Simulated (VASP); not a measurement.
# C (Fd-3m) in VASP: a series of runs

The runs below take C through single point, with PBE.

Everything below comes from runs of VASP 6.6.1. Logs are shortened: lines on timing, memory, paths and dates and some standing lists are left out, and cuts for length are marked.

## (1) The cell of the first run

Symmetry: Fd-3m, No. 227, cubic system. The conventional cell has a = 3.567 Å, b = 3.567 Å, c = 3.567 Å, α = 90.00°, β = 90.00°, γ = 90.00°. C (site symmetry -43m) has 4 C at 1.54 Å within 2.1 Å.

## (2) Single point, PBE

File INCAR:

```
SYSTEM = C
PREC = Accurate ; ENCUT = 520
EDIFF = 1E-6 ; ISMEAR = -1
SIGMA = 0.1 ; LREAL = .False.
LASPH = .True. ; NELM = 100
ALGO = Normal ; ISIF = 2
LWAVE = .False. ; LCHARG = .False.
GGA = PE ; NBANDS = 11
```

File KPOINTS:

```
Automatic mesh
0
Gamma
  7 7 7
  0 0 0
```

File POSCAR:

```
C
1.0
    0.0000000000      1.7833900000      1.7833900000
    1.7833900000      0.0000000000      1.7833900000
    1.7833900000      1.7833900000      0.0000000000
C
2
Direct
    0.5000000000      0.5000000000      0.5000000000
    0.7500000000      0.7500000000      0.7500000000
```

Potentials or basis: VASP PAW PBE potentials, release 64 (C).

The run is started by

```bash
> cat potpaw_PBE.64/C/POTCAR > POTCAR
> mpirun -np 1 vasp_std > vasp.out
```

OUTCAR:

```text
SYSTEM = C
   PREC = Accurate
   ENCUT = 520
   EDIFF = 1E-6
   ISMEAR = -1
   LREAL = .False.
   LASPH = .True.
   NELM = 100
   ISIF = 2
   GGA = PE

 ion  position               nearest neighbor table
   1  0.500  0.500  0.500-   2 1.54   2 1.54   2 1.54   2 1.54
   2  0.750  0.750  0.750-   1 1.54   1 1.54   1 1.54   1 1.54

  LATTYP: Found a face centered cubic cell.
 ALAT       =     3.5667800000

  Lattice vectors:

 A1 = (   0.0000000000,   1.7833900000,   1.7833900000)
 A2 = (   1.7833900000,   0.0000000000,   1.7833900000)
 A3 = (   1.7833900000,   1.7833900000,   0.0000000000)

Analysis of symmetry for initial positions (statically):
=====================================================================
 Subroutine PRICEL returns:
 Original cell was already a primitive cell.

 Routine SETGRP: Setting up the symmetry group for a
 face centered cubic supercell.

 Subroutine GETGRP returns: Found 48 space group operations
 (whereof 24 operations were pure point group operations)
 out of a pool of 48 trial point group operations.

The static configuration has the point symmetry T_d .
 The point group associated with its full space group is O_h .

Analysis of symmetry for dynamics (positions and initial velocities):
=====================================================================
 Subroutine PRICEL returns:
 Original cell was already a primitive cell.

 Routine SETGRP: Setting up the symmetry group for a
 face centered cubic supercell.

 Subroutine GETGRP returns: Found 48 space group operations
 (whereof 24 operations were pure point group operations)
 out of a pool of 48 trial point group operations.

The dynamic configuration has the point symmetry T_d .
 The point group associated with its full space group is O_h .

 Subroutine INISYM returns: Found 48 space group operations
 (whereof 24 operations are pure point group operations),
 and found     1 'primitive' translations

----------------------------------------------------------------------------------------

                                     Primitive cell

  volume of cell :      11.3441

  direct lattice vectors                    reciprocal lattice vectors
     0.000000000  1.783390000  1.783390000    -0.280364923  0.280364923  0.280364923
     1.783390000  0.000000000  1.783390000     0.280364923 -0.280364923  0.280364923
     1.783390000  1.783390000  0.000000000     0.280364923  0.280364923 -0.280364923

  length of vectors
     2.522094325  2.522094325  2.522094325     0.485606291  0.485606291  0.485606291

[... 83 lines left out ...]
   POTIM  = 0.5000    time-step for ionic-motion
   TEBEG  =    0.0;   TEEND  =   0.0 temperature during run
   PSTRESS=    0.0 pullay stress
   NELECT =       8.0000    total number of electrons
   NUPDOWN=      -1.0000    fix difference up-down
   EMIN   =  10.00;   EMAX   =-10.00  energy-range for DOS
   EFERMI =   0.00;   METHOD = LEGACY
   ISMEAR =    -1;   SIGMA  =   0.10  broadening in eV -4-tet -1-fermi 0-gaus
   EFERMI_NEDOS =   21; number of points for ismear=-14 and -15
   IALGO  =     38    algorithm
   IMIX   =      4    mixing-type and parameters
     AMIX     =   0.40;   BMIX     =  1.00
     AMIX_MAG =   1.60;   BMIX_MAG =  1.00
  volume/ion in A,a.u.               =       5.67        38.28
  Fermi-wavevector in a.u.,A,eV,Ry     =   1.457187  2.753683 28.890513  2.123393
  Thomas-Fermi vector in A             =   2.574017
   LORBIT       =      0    0 simple, 1 ext, 2 COOP (PROOUT), +10 PAW based schemes
   GGA     = PE    functional components
   LHFCALC =     F    Hartree Fock is set to
   AEXX    =    0.0000 exact exchange contribution
   IVDW    =     0    specifies the selected vdW correction
   LEPSILON=     F    determine dielectric tensor
   LRPA    =     F    only Hartree local field effects (RPA)
 non-spin polarized calculation
  energy-cutoff  :      520.00
  volume of cell :       11.34
 maximum number of plane-waves:       314
   NGX =  9   NGY =  9   NGZ =  9

 number of electron       7.9999999 magnetization

 Free energy of the ion-electron system (eV)
  ---------------------------------------------------
  ext. energy  EPLUGINS =         0.00000000
  ---------------------------------------------------
  free energy    TOTEN  =       -18.18252928 eV

  energy without entropy =      -18.18252928  energy(sigma->0) =      -18.18252928

 E-fermi :  11.7169     XC(G=0): -13.2503

 val. band max:        9.7308073110   @ k =   0.0000   0.0000   0.0000
 cond. band min:      13.9918973959   @ k =   0.4286   0.4286   0.0000
 fundamental gap:      4.2610900849
 Fermi energy:        11.7169335755

 k-point     1 :       0.0000    0.0000    0.0000
  band No.  band energies     occupation
      1     -11.7466      2.00000
      2       9.7308      2.00000
      3       9.7308      2.00000
      4       9.7308      2.00000
      5      15.3203      0.00000
      6      15.3203      0.00000
      7      15.3203      0.00000
      8      23.0620      0.00000
      9      29.0238      0.00000
     10      36.2640      0.00000
     11      36.2640      0.00000
[... 253 lines left out ...]
 k-point    20 :      -0.2857    0.4286    0.1429
  band No.  band energies     occupation
      1      -3.2866      2.00000
      2      -1.6174      2.00000
      3       0.5898      2.00000
      4       3.1391      2.00000
      5      17.8828      0.00000
      6      21.4954      0.00000
      7      22.5151      0.00000
      8      23.3618      0.00000
      9      29.0089      0.00000
     10      32.6113      0.00000
     11      37.5631      0.00000

------------------------ aborting loop because EDIFF is reached ----------------------------------------

  FORCE on cell =-STRESS in cart. coord.  units (eV):
  Direction    XX          YY          ZZ          XY          YZ          ZX
  --------------------------------------------------------------------------------------
  -------------------------------------------------------------------------------------
  Total        0.1742857      0.1742857      0.1742857     -0.0000000     -0.0000000      0.0000000
  in kB       24.6151969     24.6151969     24.6151969     -0.0000000     -0.0000000      0.0000000
  external PRESSURE =      24.6151969 kB  Pullay stress =       0.0000000 kB

 VOLUME and BASIS-vectors are now :
 -----------------------------------------------------------------------------
  energy-cutoff  :      520.00
  volume of cell :       11.34
      direct lattice vectors                 reciprocal lattice vectors
     0.000000000  1.783390000  1.783390000    -0.280364923  0.280364923  0.280364923
     1.783390000  0.000000000  1.783390000     0.280364923 -0.280364923  0.280364923
     1.783390000  1.783390000  0.000000000     0.280364923  0.280364923 -0.280364923

 POSITION                                       TOTAL-FORCE (eV/Angst)
 -----------------------------------------------------------------------------------
      1.78339      1.78339      1.78339         0.000000      0.000000      0.000000
      2.67509      2.67509      2.67509        -0.000000     -0.000000     -0.000000
 -----------------------------------------------------------------------------------
    total drift:                                0.000000     -0.000000      0.000000

  FREE ENERGIE OF THE ION-ELECTRON SYSTEM (eV)
  ---------------------------------------------------
  free  energy   TOTEN  =       -18.1825292814 eV

  energy  without entropy=      -18.1825292813  energy(sigma->0) =      -18.18252928
```

stdout:

```text
POSCAR found type information on POSCAR C
 POSCAR found :  1 types and       2 ions
 scaLAPACK will be used
 LDA part: xc-table for (Slater+PW92), standard interpolation
 POSCAR, INCAR and KPOINTS ok, starting setup
 FFT: planning ... GRIDC
 FFT: planning ... GRID_SOFT
 FFT: planning ... GRID
 WAVECAR not read
 entering main loop
```

Run time: 7.9 s. Hardware: 1 thread of AMD EPYC 7R13, shared host; peak memory 0.08 GiB.

Results:

```yaml
Free_energy: -18.1825 eV
Pressure: 2.5 GPa
Band_gap_on_the_k_mesh: 4.26 eV, indirect (least direct gap 5.59 eV)
```

Levels at points of the mesh, in eV from the valence-band top:
```csv
k point,band 1,band 2,band 3,band 4,band 5,band 6,band 7,band 8
"(0.00, 0.00, 0.00)",-21.48,0.00,0.00,0.00,5.59,5.59,5.59,13.33
```

Caveat: the k points lie up to 0.44 Å⁻¹ apart. A k mesh can miss the band edges.

## (3) Single point, PBE

File INCAR:

```
SYSTEM = C
ALGO = Normal
EDIFF = 1E-6
ENCUT = 520
GGA = PE
ISIF = 2
ISMEAR = -1
LASPH = .True.
LCHARG = .True.
LELF = .True.
LREAL = .False.
LVHAR = .True.
LWAVE = .False.
NBANDS = 11
NELM = 60
PREC = Accurate
SIGMA = 0.1
```

File KPOINTS:

```
k-points
0
Gamma
  14 14 14
  0 0 0
```

POSCAR is that of step 2.

Potentials or basis: VASP PAW PBE potentials, release 64 (C).

The run is started by

```bash
> cat potpaw_PBE.64/C/POTCAR > POTCAR
> mpirun -np 1 vasp_std > vasp.out
```

Run time: 27 s. Hardware: 1 thread of AMD EPYC 7R13, shared host; peak memory 0.09 GiB.

The run converged. Its results:

* Free energy: -18.1853 eV
* Pressure: 2.4 GPa
* Band gap on the k mesh: 4.13 eV, indirect (least direct gap 5.59 eV)

Levels at points of the mesh, in eV from the valence-band top:
```
           k point  band 2  band 3  band 4  band 5  band 6  band 7
(0.00, 0.00, 0.00)    0.00    0.00    0.00    5.59    5.59    5.59
(0.50, 0.00, 0.00)  -13.37   -2.80   -2.80    8.46    8.46    8.85
(0.50, 0.50, 0.00)  -12.76   -6.30   -6.30    4.76    4.76   16.81
```

A k mesh can miss the band edges.
